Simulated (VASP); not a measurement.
Runs of VASP 6.6.1 on Sb. The structure is that of space group P6_3/mmc (No. 194), or close to it. The cells are those of the table. 

```tsv
task	cell	k mesh	cutoff (eV)	gap on the mesh (eV)	pressure (GPa)
relaxation of cell and atoms	relaxed from a = 3.318, b = 3.318, c = 5.480 Å, angles 90.0, 90.0, 120.0°, 2 atoms	15 × 15 × 8	600	none	0.0
single point	a = 3.301, b = 3.301, c = 5.488 Å, angles 90.0, 90.0, 120.0°, 2 atoms	15 × 15 × 8	520	none	(a)
single point	a = 3.312, b = 3.312, c = 5.506 Å, angles 90.0, 90.0, 120.0°, 2 atoms	15 × 15 × 8	520	none	0.0
single point	a = 3.318, b = 3.318, c = 5.480 Å, angles 90.0, 90.0, 120.0°, 2 atoms	14 × 14 × 8	520	none	0.0
single point	a = 3.323, b = 3.323, c = 5.524 Å, angles 90.0, 90.0, 120.0°, 2 atoms	15 × 15 × 8	520	none	-0.7
```

Alike in all rows: level PBEsol; potentials or basis VASP PAW PBE potentials, release 64 (Sb); no spin polarisation; smearing methfessel-paxton 0.1 eV.

**Question.** Estimate the missing entries.

**Answer.** (a) 0.7.

Caveats: the PAW data sets were made with another functional, which shifts forces and pressure a little; spin-orbit coupling is left out, which moves the levels of the heavy elements; the relaxation stopped at its first step, so nothing moved (some runs).

A k mesh can miss the band edges, and the runs leave out spin-orbit coupling on Sb.

A gap of «none» marks levels without a gap at the run's occupations.
